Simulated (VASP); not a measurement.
Set up this calculation in VASP 6.6.1, as the native input.

```
Task                   : single point
Functional             : PBE
Potentials or basis    : VASP PAW PBE potentials, release 64 (Sc_sv)
Cutoff                 : 520 eV
k mesh                 : 12 × 12 × 12
Occupations            : fermi-dirac, width 0.136057 eV
Spin                   : no spin polarisation
Dipole correction      : no
Further INCAR settings : ALGO = Normal; EDIFF = 1e-06; NBANDS = 12
```

The structure of Sc lies in POSCAR:

```
Sc
1.0
    0.0000000000      2.3162988449      2.3162988449
    2.3162988449      0.0000000000      2.3162988449
    2.3162988449      2.3162988449      0.0000000000
Sc
1
Direct
    0.0000000000      0.0000000000      0.0000000000
```

This isn't the form of Sc at room conditions, which is hcp.

These files were run (other wordings do the same):

INCAR

```
SYSTEM = Sc
ALGO = Normal
EDIFF = 1E-6
ENCUT = 520
GGA = PE
ISIF = 2
ISMEAR = -1
LASPH = .True.
LCHARG = .False.
LREAL = .False.
LWAVE = .False.
NBANDS = 12
NELM = 80
PREC = Accurate
SIGMA = 0.13605693000000002
```

KPOINTS

```
k-points
0
Gamma
  12 12 12
  0 0 0
```

Potentials or basis: VASP PAW PBE potentials, release 64 (Sc_sv).

The run is started by

```sh
$ cat potpaw_PBE.64/Sc_sv/POTCAR > POTCAR
$ mpirun -np 1 vasp_std > vasp.out
```

Results of the run:

The pressure is 0.0 GPa and the band gap on the k mesh is zero (an odd number of electrons rules out a gap without spin polarisation).

Wall time 17 s on 1 thread of Intel Xeon 8259CL (shared host), peak memory 0.15 GiB.
